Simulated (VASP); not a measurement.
# Si5C4 in VASP: single point with PBE

Aim: the single point of Si5C4 with PBE.

Program: VASP 6.6.1. These are calculated values, not measurements. Logs are shortened: lines on timing, memory, paths and dates and some standing lists are left out, and cuts for length are marked.

## Step 1: The cell of the first run

The cell holds a slab with vacuum, 9 atoms: a = 3.092 Å, b = 5.074 Å, c = 18.969 Å, α = 90.00°, β = 90.00°, γ = 90.00°.

## Step 2: Single point, PBE, collinear spin

Input file INCAR:

```
SYSTEM = Si5C4
PREC     = Accurate       ! precision mode
ENCUT    = 520            ! plane-wave cutoff, eV
EDIFF    = 1E-6           ! SCF threshold, eV
ISMEAR   = 0              ! smearing method
SIGMA    = 0.05           ! smearing width, eV
LREAL    = .FALSE.        ! projectors in reciprocal space
LASPH    = .TRUE.         ! aspherical terms in the spheres
NELM     = 150            ! most SCF steps
ALGO     = Normal         ! electronic algorithm
ISIF     = 2              ! what is computed and relaxed
LWAVE    = .FALSE.        ! write WAVECAR
LCHARG   = .FALSE.        ! write CHGCAR
ISPIN    = 2              ! spin polarisation
MAGMOM   = 0 0 0 0 2 0 0 0 0 ! initial moments
LORBIT   = 11             ! projections on sites
LDIPOL   = .TRUE.       
IDIPOL   = 3            
DIPOL    = 0.5 0.5 0.323
GGA      = PE             ! functional
NBANDS   = 32             ! bands
```

Input file KPOINTS:

```
regular mesh
0
G
  9 5 1
  0 0 0
```

Input file POSCAR:

```
Si5C4
1.0
    3.0920147377      0.0000000000      0.0000000000
    0.0000000000      5.0738209500      0.0000000000
    0.0000000000      0.0000000000     18.9686852044
Si C
5 4
Direct
    0.0000000000      0.9954360498      0.2108738669
    0.5000000000      0.4954360498      0.2579297257
    0.5000000000      0.9936729075      0.3565277077
    0.0000000000      0.4650510040      0.3853429996
    0.1666666667      0.7904870000      0.4779330288
    0.0000000000      0.6195639502      0.2108738669
    0.5000000000      0.1195639502      0.2579297257
    0.5000000000      0.6250368441      0.3569005348
    0.0000000000      0.1238203333      0.3937376325
```

Potentials or basis: VASP PAW PBE potentials, release 64 (Si, C).

Launch:

```bash
$ cat potpaw_PBE.64/Si/POTCAR potpaw_PBE.64/C/POTCAR > POTCAR
$ mpirun -np 1 vasp_std > vasp.out
```

OUTCAR:

```text
SYSTEM = Si5C4
   PREC = Accurate
   ENCUT = 520
   EDIFF = 1E-6
   ISMEAR = 0
   LREAL = .FALSE.
   LASPH = .TRUE.
   NELM = 150
   ISIF = 2
   ISPIN = 2
   LORBIT = 11
   GGA = PE

 ion  position               nearest neighbor table
   1  0.000  0.995  0.211-   7 1.89   7 1.89   6 1.91   2 3.10   2 3.10   2 3.10   2 3.10
   2  0.500  0.495  0.258-   6 1.89   6 1.89   7 1.91   8 1.99   4 2.87   4 2.87   1 3.10   1 3.10
                             1 3.10   1 3.10   3 3.14
   3  0.500  0.994  0.357-   9 1.82   9 1.82   8 1.87   7 1.98   5 2.73   4 2.90   4 2.90   4 3.14
                             4 3.14   2 3.14
   4  0.000  0.465  0.385-   9 1.74   8 1.83   8 1.83   5 2.47   2 2.87   2 2.87   3 2.90   3 2.90
                             3 3.14   3 3.14
   5  0.167  0.790  0.478-   9 2.38   4 2.47   3 2.73
   6  0.000  0.620  0.211-   2 1.89   2 1.89   1 1.91
   7  0.500  0.120  0.258-   1 1.89   1 1.89   2 1.91   3 1.98
   8  0.500  0.625  0.357-   4 1.83   4 1.83   3 1.87   2 1.99
   9  0.000  0.124  0.394-   4 1.74   3 1.82   3 1.82   5 2.38

  LATTYP: Found a simple orthorhombic cell.
 ALAT       =     3.0920147377
 B/A-ratio  =     1.6409433267
 C/A-ratio  =     6.1347331153

  Lattice vectors:

 A1 = (   3.0920147377,   0.0000000000,   0.0000000000)
 A2 = (   0.0000000000,   5.0738209500,   0.0000000000)
 A3 = (   0.0000000000,   0.0000000000,  18.9686852044)

Analysis of symmetry for initial positions (statically):
=====================================================================
 Subroutine PRICEL returns:
 Original cell was already a primitive cell.

 Routine SETGRP: Setting up the symmetry group for a
 simple orthorhombic supercell.

 Subroutine GETGRP returns: Found  1 space group operations
 (whereof  1 operations were pure point group operations)
 out of a pool of  8 trial point group operations.

The static configuration has the point symmetry C_1 .

Analysis of symmetry for dynamics (positions and initial velocities):
=====================================================================
 Subroutine PRICEL returns:
 Original cell was already a primitive cell.

 Routine SETGRP: Setting up the symmetry group for a
 simple orthorhombic supercell.

 Subroutine GETGRP returns: Found  1 space group operations
 (whereof  1 operations were pure point group operations)
 out of a pool of  8 trial point group operations.

The dynamic configuration has the point symmetry C_1 .

Analysis of structural, dynamic, and magnetic symmetry:
=====================================================================
 Subroutine PRICEL returns:
 Original cell was already a primitive cell.

 Routine SETGRP: Setting up the symmetry group for a
 simple orthorhombic supercell.

 Subroutine GETGRP returns: Found  1 space group operations
 (whereof  1 operations were pure point group operations)
 out of a pool of  8 trial point group operations.

The overall configuration has the point symmetry C_1 .

 Subroutine INISYM returns: Found  1 space group operations
 (whereof  1 operations are pure point group operations),
 and found     1 'primitive' translations

----------------------------------------------------------------------------------------

                                     Primitive cell

  volume of cell :     297.5870

  direct lattice vectors                    reciprocal lattice vectors
     3.092014738  0.000000000  0.000000000     0.323413724  0.000000000  0.000000000
     0.000000000  5.073820950  0.000000000     0.000000000  0.197090124  0.000000000
     0.000000000  0.000000000 18.968685204     0.000000000  0.000000000  0.052718467

  length of vectors
     3.092014738  5.073820950 18.968685204     0.323413724  0.197090124  0.052718467

  position of ions in fractional coordinates (direct lattice)
     0.000000000  0.995436050  0.210873867
     0.500000000  0.495436050  0.257929726
     0.500000000  0.993672907  0.356527708
     0.000000000  0.465051004  0.385343000
     0.166666667  0.790487000  0.477933029
[... 76 lines left out ...]
 SYSTEM =  Si5C4
   PREC   = accura    normal or accurate (medium, high low for compatibility)
   ISTART =      0    job   : 0-new  1-cont  2-samecut
   ICHARG =      2    charge: 1-file 2-atom 10-const
   ISPIN  =      2    spin polarized calculation?
   LNONCOLLINEAR =      F non collinear calculations
   LSORBIT =      F    spin-orbit coupling
   LASPH  =      T    aspherical Exc in radial PAW
   ENCUT  =  520.0 eV  38.22 Ry    6.18 a.u.   5.75  9.43 35.27*2*pi/ulx,y,z
   NELM   =    150;   NELMIN=  2; NELMDL= -5     # of ELM steps
   EDIFF  = 0.1E-05   stopping-criterion for ELM
   LREAL  =      F    real-space projection
   EDIFFG = 0.1E-04   stopping-criterion for IOM
   NSW    =      0    number of steps for IOM
   IBRION =     -1    ionic relax: 0-MD 1-quasi-New 2-CG
   NFREE  =      0    steps in history (QN), initial steepest desc. (CG)
   ISIF   =      2    stress and relaxation
   ISYM   =      2    0-nonsym 1-usesym 2-fastsym
   POTIM  = 0.5000    time-step for ionic-motion
   TEBEG  =    0.0;   TEEND  =   0.0 temperature during run
   PSTRESS=    0.0 pullay stress
   NELECT =      36.0000    total number of electrons
   NUPDOWN=      -1.0000    fix difference up-down
   EMIN   =  10.00;   EMAX   =-10.00  energy-range for DOS
   EFERMI =   0.00;   METHOD = LEGACY
   ISMEAR =     0;   SIGMA  =   0.05  broadening in eV -4-tet -1-fermi 0-gaus
   EFERMI_NEDOS =   21; number of points for ismear=-14 and -15
   IALGO  =     38    algorithm
   IMIX   =      4    mixing-type and parameters
     AMIX     =   0.40;   BMIX     =  1.00
     AMIX_MAG =   1.60;   BMIX_MAG =  1.00
  volume/ion in A,a.u.               =      33.07       223.14
  Fermi-wavevector in a.u.,A,eV,Ry     =   0.809663  1.530041  8.919359  0.655554
  Thomas-Fermi vector in A             =   1.918696
   LORBIT       =     11    0 simple, 1 ext, 2 COOP (PROOUT), +10 PAW based schemes
   GGA     = PE    functional components
   LHFCALC =     F    Hartree Fock is set to
   AEXX    =    0.0000 exact exchange contribution
   IVDW    =     0    specifies the selected vdW correction
   LEPSILON=     F    determine dielectric tensor
   LRPA    =     F    only Hartree local field effects (RPA)
 spin polarized calculation
 Gauss-broadening in eV      SIGMA  =   0.05
  energy-cutoff  :      520.00
  volume of cell :      297.59
 maximum number of plane-waves:      8052
 NGX is ok and might be reduce to    24
   NGX = 11   NGY = 19   NGZ = 71

 number of electron      35.9999997 magnetization       0.1835529

 dipolmoment           0.000000      0.000000     -0.050510 electrons x Angstroem

 Free energy of the ion-electron system (eV)
  ---------------------------------------------------
  ext. energy  EPLUGINS =         0.00000000
  ---------------------------------------------------
  free energy    TOTEN  =       -59.02997810 eV

  energy without entropy =      -59.02750940  energy(sigma->0) =      -59.02874375

 E-fermi :  -0.0154     XC(G=0):  -4.7358

 val. band max:       -0.0219340316   @ k =   0.4444  -0.2000   0.0000
 cond. band min:      -0.0053446170   @ k =   0.4444   0.2000   0.0000
 fundamental gap:      0.0165894146
 Fermi energy:        -0.0153939737

 spin component 1

 k-point     1 :       0.0000    0.0000    0.0000
  band No.  band energies     occupation
      1     -16.2789      1.00000
      2     -14.0679      1.00000
      3     -12.7562      1.00000
      4     -10.8253      1.00000
      5      -9.9345      1.00000
      6      -8.8751      1.00000
[... 748 lines left out ...]
     29       6.0311      0.00000
     30       6.6726      0.00000
 Fermi energy:        -0.0153939737

 spin component 2

 k-point     1 :       0.0000    0.0000    0.0000
  band No.  band energies     occupation
      1     -16.2717      1.00000
      2     -14.0519      1.00000
      3     -12.7543      1.00000
      4     -10.8462      1.00000
      5      -9.9203      1.00000
      6      -8.8507      1.00000
[... 748 lines left out ...]
     29       6.0864      0.00000
     30       6.6999      0.00000
 [bands above 30 left out]

------------------------ aborting loop because EDIFF is reached ----------------------------------------

 vacuum level on the upper side and lower side of the slab       (xc-potential included)        -0.284         0.283

  FORCE on cell =-STRESS in cart. coord.  units (eV):
  Direction    XX          YY          ZZ          XY          YZ          ZX
  --------------------------------------------------------------------------------------
  -------------------------------------------------------------------------------------
  Total        2.6602140     -1.6231439     -0.4633930      1.5580327      0.9899135     -1.0812035
  in kB       14.3223152     -8.7388378     -2.4948599      8.3882860      5.3295916     -5.8210872
  external PRESSURE =       1.0295392 kB  Pullay stress =       0.0000000 kB

 VOLUME and BASIS-vectors are now :
 -----------------------------------------------------------------------------
  energy-cutoff  :      520.00
  volume of cell :      297.59
      direct lattice vectors                 reciprocal lattice vectors
     3.092014738  0.000000000  0.000000000     0.323413724  0.000000000  0.000000000
     0.000000000  5.073820950  0.000000000     0.000000000  0.197090124  0.000000000
     0.000000000  0.000000000 18.968685204     0.000000000  0.000000000  0.052718467

 POSITION                                       TOTAL-FORCE (eV/Angst)
 -----------------------------------------------------------------------------------
      0.00000      5.05066      4.00000        -0.023397     -1.903647      1.683638
      1.54601      2.51375      4.89259        -0.006351      0.907872     -2.850123
      1.54601      5.04172      6.76286         0.223505     -0.277146     -1.887750
      0.00000      2.35959      7.30945        -0.007254      2.088455      2.399541
      0.51534      4.01079      9.06576        -0.667361      0.625332     -0.004618
      0.00000      3.14356      4.00000        -0.085824      1.088527      1.500524
      1.54601      0.60665      4.89259         0.063747      0.213534     -0.469852
      1.54601      3.17133      6.76993         0.128352     -0.271244     -1.595881
      0.00000      0.62824      7.46869         0.374582     -2.471684      1.224520
 -----------------------------------------------------------------------------------
    total drift:                                0.000013     -0.000229      0.000186

  FREE ENERGIE OF THE ION-ELECTRON SYSTEM (eV)
  ---------------------------------------------------
  free  energy   TOTEN  =       -59.0299781034 eV

  energy  without entropy=      -59.0275094022  energy(sigma->0) =      -59.02874375

 vacuum level on the upper side and lower side of the slab         4.333         4.861

 total charge

# of ion       s       p       d       tot
------------------------------------------
    1        0.747   0.871   0.000   1.618
    2        0.712   0.922   0.000   1.634
    3        0.711   0.972   0.000   1.683
    4        0.725   1.031   0.000   1.756
    5        0.894   0.626   0.000   1.520
    6        0.858   1.528   0.000   2.386
    7        0.849   1.634   0.000   2.483
    8        0.859   1.689   0.000   2.549
    9        0.852   1.696   0.000   2.548
--------------------------------------------------
tot          7.208  10.968   0.000  18.176

 magnetization (x)

# of ion       s       p       d       tot
------------------------------------------
    1        0.020   0.052   0.000   0.072
    2        0.001   0.005   0.000   0.005
    3        0.001   0.002   0.000   0.004
    4        0.001   0.003   0.000   0.003
    5        0.001   0.008   0.000   0.009
    6       -0.001  -0.024   0.000  -0.026
    7        0.001   0.001   0.000   0.001
    8        0.000  -0.006   0.000  -0.006
    9        0.001   0.002   0.000   0.003
--------------------------------------------------
tot          0.024   0.042   0.000   0.067
```

Wall time 23 min (1 thread of Intel Xeon 8259CL, shared host); peak memory 0.6 GiB.

What came out:

| Property | Result |
| --- | --- |
| Free energy | -59.0300 eV |
| Largest force | 3.181 eV/Å |
| Net moment | 0.18 μB per cell |
| Site moments | Si +0.07, +0.01, +0.00 (each value once); C -0.03, +0.00, -0.01 (each value once) μB |
| Valence electrons inside the program's atomic spheres | Si 1.62, 1.63, 1.68, 1.76, 1.52; C 2.39, 2.48, 2.55 (each value once) |

Forces on the atoms (eV/Å):
```
Si  -0.023 -1.904  1.684
Si  -0.006  0.908 -2.850
Si   0.224 -0.277 -1.888
Si  -0.007  2.088  2.400
Si  -0.667  0.625 -0.005
C   -0.086  1.089  1.501
C    0.064  0.214 -0.470
C    0.128 -0.271 -1.596
C    0.375 -2.472  1.225
```

Levels at points of the mesh, in eV from the Fermi level:
Spin up:
```csv
k point,band 15,band 16,band 17,band 18,band 19,band 20,band 21,band 22
"(0.00, 0.00, 0.00)",-1.97,-1.19,-0.72,-0.19,0.70,1.24,2.03,3.52
```
Spin down:
| k point | band 15 | band 16 | band 17 | band 18 | band 19 | band 20 | band 21 | band 22 |
| --- | --- | --- | --- | --- | --- | --- | --- | --- |
| (0.00, 0.00, 0.00) | -1.98 | -1.21 | -0.73 | -0.14 | 0.86 | 1.33 | 2.06 | 3.55 |
